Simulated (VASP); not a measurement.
# ZrC (Fm-3m) in VASP: notebook

Runs on ZrC. Level: PBEsol. Tasks: single point, relaxation of cell and atoms.

All numbers are computed with VASP 6.6.1; they aren't measurements. Logs are shortened: lines on timing, memory, paths and dates and some standing lists are left out, and cuts for length are marked.

## (1) The cell of the first run

Symmetry: Fm-3m, No. 225, cubic system. Conventional cell: a = 4.761 Å, b = 4.761 Å, c = 4.761 Å, α = 90.00°, β = 90.00°, γ = 90.00°. Within 3.1 Å of Zr (site symmetry m-3m) lie 6 C at 2.38 Å. Within 3.1 Å of C (site symmetry m-3m) lie 6 Zr at 2.38 Å.

## (2) Single point, PBEsol (13.49 Å³/atom)

Input file INCAR:

```
ALGO = Normal
EDIFF = 1E-6
ENCUT = 520
GGA = PS
ISIF = 2
ISMEAR = 0
LASPH = True
LCHARG = False
LREAL = False
LWAVE = False
NBANDS = 15
NELM = 60
PREC = Accurate
SIGMA = 0.1
```

Input file KPOINTS:

```
k-points
0
Gamma
  16 16 16
```

Input file POSCAR:

```
ZrC
1.0
    0.0000000000      2.3803503173      2.3803503173
    2.3803503173      0.0000000000      2.3803503173
    2.3803503173      2.3803503173      0.0000000000
Zr C
1 1
Direct
    0.5000000000      0.5000000000      0.5000000000
    0.0000000000      0.0000000000      0.0000000000
```

Potentials or basis: VASP PAW PBE potentials, release 64 (Zr_sv, C).

On the command line:

```
$ cat potpaw_PBE.64/Zr_sv/POTCAR potpaw_PBE.64/C/POTCAR > POTCAR
$ mpirun -np 1 vasp_std > vasp.out
```

OUTCAR:

```text
EDIFF = 1E-6
   ENCUT = 520
   GGA = PS
   ISIF = 2
   ISMEAR = 0
   LASPH = True
   LREAL = False
   NELM = 60
   PREC = Accurate

 ion  position               nearest neighbor table
   1  0.500  0.500  0.500-   2 2.38   2 2.38   2 2.38   2 2.38   2 2.38   2 2.38
   2  0.000  0.000  0.000-   1 2.38   1 2.38   1 2.38   1 2.38   1 2.38   1 2.38

  LATTYP: Found a face centered cubic cell.
 ALAT       =     4.7607006346

  Lattice vectors:

 A1 = (   0.0000000000,   2.3803503173,   2.3803503173)
 A2 = (   2.3803503173,   0.0000000000,   2.3803503173)
 A3 = (   2.3803503173,   2.3803503173,   0.0000000000)

Analysis of symmetry for initial positions (statically):
=====================================================================
 Subroutine PRICEL returns:
 Original cell was already a primitive cell.

 Routine SETGRP: Setting up the symmetry group for a
 face centered cubic supercell.

 Subroutine GETGRP returns: Found 48 space group operations
 (whereof 48 operations were pure point group operations)
 out of a pool of 48 trial point group operations.

The static configuration has the point symmetry O_h .

Analysis of symmetry for dynamics (positions and initial velocities):
=====================================================================
 Subroutine PRICEL returns:
 Original cell was already a primitive cell.

 Routine SETGRP: Setting up the symmetry group for a
 face centered cubic supercell.

 Subroutine GETGRP returns: Found 48 space group operations
 (whereof 48 operations were pure point group operations)
 out of a pool of 48 trial point group operations.

The dynamic configuration has the point symmetry O_h .

 Subroutine INISYM returns: Found 48 space group operations
 (whereof 48 operations are pure point group operations),
 and found     1 'primitive' translations

----------------------------------------------------------------------------------------

                                     Primitive cell

  volume of cell :      26.9745

  direct lattice vectors                    reciprocal lattice vectors
     0.000000000  2.380350317  2.380350317    -0.210053115  0.210053115  0.210053115
     2.380350317  0.000000000  2.380350317     0.210053115 -0.210053115  0.210053115
     2.380350317  2.380350317  0.000000000     0.210053115  0.210053115 -0.210053115

  length of vectors
     3.366323702  3.366323702  3.366323702     0.363822668  0.363822668  0.363822668

  position of ions in fractional coordinates (direct lattice)
     0.500000000  0.500000000  0.500000000
     0.000000000  0.000000000  0.000000000

  ion indices of the primitive-cell ions
   primitive index   ion index
                 1           1
                 2           2

----------------------------------------------------------------------------------------

 KPOINTS: k-points

Automatic generation of k-mesh.
 Grid dimensions read from file:
 generate k-points for:   16   16   16

 Generating k-lattice:

  Cartesian coordinates                     Fractional coordinates (reciprocal lattice)
    -0.013128320  0.013128320  0.013128320     0.062500000  0.000000000  0.000000000
     0.013128320 -0.013128320  0.013128320     0.000000000  0.062500000  0.000000000
     0.013128320  0.013128320 -0.013128320     0.000000000  0.000000000  0.062500000

  Length of vectors
     0.022738917  0.022738917  0.022738917

  Shift w.r.t. Gamma in fractional coordinates (k-lattice)
     0.000000000  0.000000000  0.000000000

 Subroutine IBZKPT returns following result:
 ===========================================

 Found    145 irreducible k-points:

 Following reciprocal coordinates:
            Coordinates               Weight
  0.000000  0.000000  0.000000      1.000000
  0.062500  0.000000  0.000000      8.000000
  0.125000  0.000000  0.000000      8.000000
  0.187500  0.000000  0.000000      8.000000
  0.250000  0.000000  0.000000      8.000000
  0.312500  0.000000  0.000000      8.000000
[... 16 lines left out ...]
 -0.125000  0.062500  0.000000     24.000000
 -0.062500  0.062500  0.000000     12.000000
 [... further k-points ...]
   k-points           NKPTS =    145   k-points in BZ     NKDIM =    145   number of bands    NBANDS=     15
   number of dos      NEDOS =    301   number of ions     NIONS =      2
   total plane-waves  NPLWV =  21952
   dimension x,y,z NGX =    28 NGY =   28 NGZ =   28
   dimension x,y,z NGXF=    56 NGYF=   56 NGZF=   56
   ions per type =               1   1
   NGX,Y,Z   is equivalent  to a cutoff of  13.83, 13.83, 13.83 a.u.
   NGXF,Y,Z  is equivalent  to a cutoff of  27.66, 27.66, 27.66 a.u.
 SYSTEM =  unknown system
   PREC   = accura    normal or accurate (medium, high low for compatibility)
   ISTART =      0    job   : 0-new  1-cont  2-samecut
   ICHARG =      2    charge: 1-file 2-atom 10-const
   ISPIN  =      1    spin polarized calculation?
   LNONCOLLINEAR =      F non collinear calculations
   LSORBIT =      F    spin-orbit coupling
   LASPH  =      T    aspherical Exc in radial PAW
   ENCUT  =  520.0 eV  38.22 Ry    6.18 a.u.   6.26  6.26  6.26*2*pi/ulx,y,z
   NELM   =     60;   NELMIN=  2; NELMDL= -5     # of ELM steps
   EDIFF  = 0.1E-05   stopping-criterion for ELM
   LREAL  =      F    real-space projection
   EDIFFG = 0.1E-04   stopping-criterion for IOM
   NSW    =      0    number of steps for IOM
   IBRION =     -1    ionic relax: 0-MD 1-quasi-New 2-CG
   NFREE  =      0    steps in history (QN), initial steepest desc. (CG)
   ISIF   =      2    stress and relaxation
   ISYM   =      2    0-nonsym 1-usesym 2-fastsym
   POTIM  = 0.5000    time-step for ionic-motion
   TEBEG  =    0.0;   TEEND  =   0.0 temperature during run
   PSTRESS=    0.0 pullay stress
   NELECT =      16.0000    total number of electrons
   NUPDOWN=      -1.0000    fix difference up-down
   EMIN   =  10.00;   EMAX   =-10.00  energy-range for DOS
   EFERMI =   0.00;   METHOD = LEGACY
   ISMEAR =     0;   SIGMA  =   0.10  broadening in eV -4-tet -1-fermi 0-gaus
   EFERMI_NEDOS =   21; number of points for ismear=-14 and -15
   IALGO  =     38    algorithm
   IMIX   =      4    mixing-type and parameters
     AMIX     =   0.40;   BMIX     =  1.00
     AMIX_MAG =   1.60;   BMIX_MAG =  1.00
  volume/ion in A,a.u.               =      13.49        91.02
  Fermi-wavevector in a.u.,A,eV,Ry     =   1.375511  2.599338 25.742624  1.892029
  Thomas-Fermi vector in A             =   2.500840
   LORBIT       =      0    0 simple, 1 ext, 2 COOP (PROOUT), +10 PAW based schemes
   GGA     = PS    functional components
   LHFCALC =     F    Hartree Fock is set to
   AEXX    =    0.0000 exact exchange contribution
   IVDW    =     0    specifies the selected vdW correction
   LEPSILON=     F    determine dielectric tensor
   LRPA    =     F    only Hartree local field effects (RPA)
 non-spin polarized calculation
 Gauss-broadening in eV      SIGMA  =   0.10
  energy-cutoff  :      520.00
  volume of cell :       26.97
 maximum number of plane-waves:       745
 NGX is ok and might be reduce to    28
   NGX = 13   NGY = 13   NGZ = 13

 number of electron      16.0000000 magnetization

 Free energy of the ion-electron system (eV)
  ---------------------------------------------------
  ext. energy  EPLUGINS =         0.00000000
  ---------------------------------------------------
  free energy    TOTEN  =       -20.51614222 eV

  energy without entropy =      -20.51407149  energy(sigma->0) =      -20.51510686

 E-fermi :   9.0443     XC(G=0): -12.0927

 val. band max:        9.0361386052   @ k =   0.3125   0.2500   0.0000
 cond. band min:       9.0897264934   @ k =   0.4375   0.3750   0.0000
 fundamental gap:      0.0535878881
 Fermi energy:         9.0442524848

 k-point     1 :       0.0000    0.0000    0.0000
  band No.  band energies     occupation
      1     -39.0636      2.00000
      2     -16.8272      2.00000
      3     -16.8272      2.00000
      4     -16.8272      2.00000
      5      -2.0858      2.00000
      6      10.0008      0.00000
      7      10.0008      0.00000
      8      10.0008      0.00000
      9      10.1019      0.00000
     10      10.1019      0.00000
     11      10.1019      0.00000
     12      11.7551      0.00000
     13      11.7551      0.00000
     14      15.9207      0.00000
     15      19.3680      0.00000

 k-point     2 :       0.0625    0.0000    0.0000
  band No.  band energies     occupation
      1     -39.0603      2.00000
      2     -16.8580      2.00000
      3     -16.8299      2.00000
      4     -16.8299      2.00000
      5      -2.0012      2.00000
      6       9.2536      0.00307
      7       9.4604      0.00000
      8       9.4604      0.00000
      9      10.3156      0.00000
     10      10.3156      0.00000
     11      10.6424      0.00000
     12      12.2583      0.00000
     13      12.2583      0.00000
     14      16.1186      0.00000
     15      19.6023      0.00000

 k-point     3 :       0.1250    0.0000    0.0000
  band No.  band energies     occupation
      1     -39.0510      2.00000
      2     -16.9447      2.00000
      3     -16.8378      2.00000
      4     -16.8378      2.00000
      5      -1.7556      2.00000
      6       8.3201      2.00000
      7       8.7046      2.00000
      8       8.7046      2.00000
      9      10.5889      0.00000
     10      10.5889      0.00000
     11      11.0461      0.00000
     12      13.2609      0.00000
     13      13.2609      0.00000
     14      16.6304      0.00000
     15      20.2445      0.00000
[... 343 lines left out ...]
 k-point    23 :      -0.1250    0.0625    0.0000
  band No.  band energies     occupation
      1     -39.0442      2.00000
      2     -16.9949      2.00000
      3     -16.8657      2.00000
      4     -16.8338      2.00000
      5      -1.5772      2.00000
      6       7.8120      2.00000
      7       8.2056      2.00000
      8       8.4774      2.00000
      9      10.4838      0.00000
     10      11.1272      0.00000
     11      11.3876      0.00000
     12      13.0785      0.00000
     13      14.2994      0.00000
     14      17.0139      0.00000
     15      20.6903      0.00000

 k-point    24 :      -0.0625    0.0625    0.0000
  band No.  band energies     occupation
      1     -39.0550      2.00000
      2     -16.9005      2.00000
      3     -16.8468      2.00000
      4     -16.8289      2.00000
      5      -1.8644      2.00000
      6       8.6864      2.00000
      7       8.9114      1.93971
      8       9.0312      1.14621
      9      10.2395      0.00000
     10      10.8451      0.00000
     11      10.9528      0.00000
     12      12.3571      0.00000
     13      13.1942      0.00000
     14      16.4368      0.00000
     15      19.9725      0.00000

 [... further k-points ...]

------------------------ aborting loop because EDIFF is reached ----------------------------------------

  FORCE on cell =-STRESS in cart. coord.  units (eV):
  Direction    XX          YY          ZZ          XY          YZ          ZX
  --------------------------------------------------------------------------------------
  -------------------------------------------------------------------------------------
  Total       -2.0117574     -2.0117574     -2.0117574      0.0000000      0.0000000     -0.0000000
  in kB     -119.4905494   -119.4905494   -119.4905494      0.0000000      0.0000000     -0.0000000
  external PRESSURE =    -119.4905494 kB  Pullay stress =       0.0000000 kB

 VOLUME and BASIS-vectors are now :
 -----------------------------------------------------------------------------
  energy-cutoff  :      520.00
  volume of cell :       26.97
      direct lattice vectors                 reciprocal lattice vectors
     0.000000000  2.380350317  2.380350317    -0.210053115  0.210053115  0.210053115
     2.380350317  0.000000000  2.380350317     0.210053115 -0.210053115  0.210053115
     2.380350317  2.380350317  0.000000000     0.210053115  0.210053115 -0.210053115

 POSITION                                       TOTAL-FORCE (eV/Angst)
 -----------------------------------------------------------------------------------
      2.38035      2.38035      2.38035        -0.000000      0.000000     -0.000000
      0.00000      0.00000      0.00000         0.000000     -0.000000      0.000000
 -----------------------------------------------------------------------------------
    total drift:                                0.000000      0.000000      0.000000

  FREE ENERGIE OF THE ION-ELECTRON SYSTEM (eV)
  ---------------------------------------------------
  free  energy   TOTEN  =       -20.5161422193 eV

  energy  without entropy=      -20.5140714909  energy(sigma->0) =      -20.51510686
```

Run time: 71 s. Hardware: 1 thread of AMD EPYC 9R14 (Zen 4), shared host; peak memory 0.17 GiB.

Results:

* Free energy: -20.5161 eV
* Pressure: -11.9 GPa
* Band gap on the k mesh: zero (bands 8 and 9 overlap by 1.31 eV)

Caveat: the cell stands under tension; the PAW data sets were made with another functional, which shifts forces and pressure a little.

## (3) Single point, PBEsol (14.00 Å³/atom)

This run uses another cell than the first one, of 14.00 Å³/atom.

Input file INCAR:

```
SYSTEM = ZrC
PREC = Accurate
ENCUT = 520
EDIFF = 1E-6
ISMEAR = 0
SIGMA = 0.1
LREAL = .FALSE.
LASPH = .TRUE.
NELM = 100
ALGO = Normal
ISIF = 2
LWAVE = .FALSE.
LCHARG = .FALSE.
GGA = PS
NBANDS = 15
```

Input file KPOINTS:

```
Automatic mesh
0
G
  16 16 16
  0 0 0
```

Input file POSCAR:

```
ZrC
1.0
    0.0000000000      2.4099229103      2.4099229103
    2.4099229103      0.0000000000      2.4099229103
    2.4099229103      2.4099229103      0.0000000000
Zr C
1 1
Direct
    0.5000000000      0.5000000000      0.5000000000
    0.0000000000      0.0000000000      0.0000000000
```

Potentials or basis: VASP PAW PBE potentials, release 64 (Zr_sv, C).

On the command line:

```
$ cat potpaw_PBE.64/Zr_sv/POTCAR potpaw_PBE.64/C/POTCAR > POTCAR
$ mpirun -np 1 vasp_std > vasp.out
```

Run time: 71 s. Hardware: 1 thread of AMD EPYC 9R14 (Zen 4), shared host; peak memory 0.17 GiB.

It converged, with:

```
Free energy            : -20.4201 eV
Pressure               : -18.3 GPa
Band gap on the k mesh : zero (bands 8 and 9 overlap by 1.29 eV)
```

Levels at points of the mesh, in eV from the Fermi level:
```
           k point  band 6  band 7  band 8  band 9  band 10  band 11
(0.00, 0.00, 0.00)    0.94    0.94    0.94    1.04     1.04     1.04
(0.50, 0.00, 0.00)   -5.03   -2.69   -2.69    4.12     4.12     4.89
(0.50, 0.50, 0.00)   -2.14   -1.58    0.01    0.01     4.09     5.16
```

Caveat: the cell stands under tension; the PAW data sets were made with another functional, which shifts forces and pressure a little.

## (4) Relaxation of cell and atoms, PBEsol

This run uses another cell than the first one, of 12.72 Å³/atom.

Input file INCAR:

```
SYSTEM = ZrC
PREC = Accurate
ENCUT = 600
EDIFF = 1E-6
ISMEAR = 0
SIGMA = 0.1
LREAL = .False.
LASPH = .True.
NELM = 80
ALGO = Normal
ISIF = 3
LWAVE = .False.
LCHARG = .False.
GGA = PS
IBRION = 2
NSW = 100
EDIFFG = -0.005
```

Input file KPOINTS:

```
regular mesh
0
Gamma
  16 16 16
  0 0 0
```

Input file POSCAR:

```
ZrC
1.0
    0.0000000000      2.3345629488      2.3345629488
    2.3345629488      0.0000000000      2.3345629488
    2.3345629488      2.3345629488      0.0000000000
Zr C
1 1
Direct
    0.5000000000      0.5000000000      0.5000000000
    0.0000000000      0.0000000000      0.0000000000
```

On the command line:

```
$ cat potpaw_PBE.64/Zr_sv/POTCAR potpaw_PBE.64/C/POTCAR > POTCAR
$ mpirun -np 1 vasp_std > vasp.out
```

Run time: 1.8 min. Hardware: 1 thread of AMD EPYC 9R14 (Zen 4), shared host; peak memory 0.18 GiB.

It converged, with:

| Item | Value |
| --- | --- |
| Free energy | -20.5744 eV |
| Relaxed volume | 12.74 Å³/atom |
| Relaxed cell | a = 3.303 Å, b = 3.303 Å, c = 3.303 Å, α = 60.00°, β = 60.00°, γ = 60.00° |
| Space group after relaxing (to 0.1 Å) | Fm-3m (No. 225) |
| Energy gained by relaxing | 0.0 meV/atom |
| Ionic steps | 3 |
| Pressure after relaxing | 0.0 GPa |
| Band gap on the k mesh | zero (bands 8 and 9 overlap by 1.33 eV) |

Final structure:
```
Zr C
1.0
     0.00000    2.33538    2.33538
     2.33538    0.00000    2.33538
     2.33538    2.33538    0.00000
Zr C
1 1
Direct
  0.50000 0.50000 0.50000
  0.00000 0.00000 0.00000
```

Levels at points of the mesh, in eV from the Fermi level:
```csv
k point,band 6,band 7,band 8,band 9,band 10,band 11
"(0.00, 0.00, 0.00)",0.97,0.97,0.97,1.08,1.08,1.08
"(0.50, 0.00, 0.00)",-5.39,-2.99,-2.99,4.62,4.62,5.47
"(0.50, 0.50, 0.00)",-2.02,-1.86,0.11,0.11,4.58,5.83
```

Caveat: the PAW data sets were made with another functional, which shifts forces and pressure a little.

## (5) Overview

| task | cell | cutoff (eV) | gap on the mesh (eV) | pressure (GPa) |
| --- | --- | --- | --- | --- |
| single point | a = 3.366 Å, angles 60.0°, 2 atoms | 520 | none | -11.9 |
| single point | a = 3.408 Å, angles 60.0°, 2 atoms | 520 | none | -18.3 |
| relaxation of cell and atoms | relaxed from a = 3.302 Å, angles 60.0°, 2 atoms | 600 | none | 0.0 |

Alike in all rows: level PBEsol; potentials or basis VASP PAW PBE potentials, release 64 (Zr_sv, C); no spin polarisation; k mesh 16 × 16 × 16; smearing gaussian 0.1 eV.

Caveats: the PAW data sets were made with another functional, which shifts forces and pressure a little; the cell stands under tension (at least some runs).

Absolute energies hang on the potentials; compare differences alone.
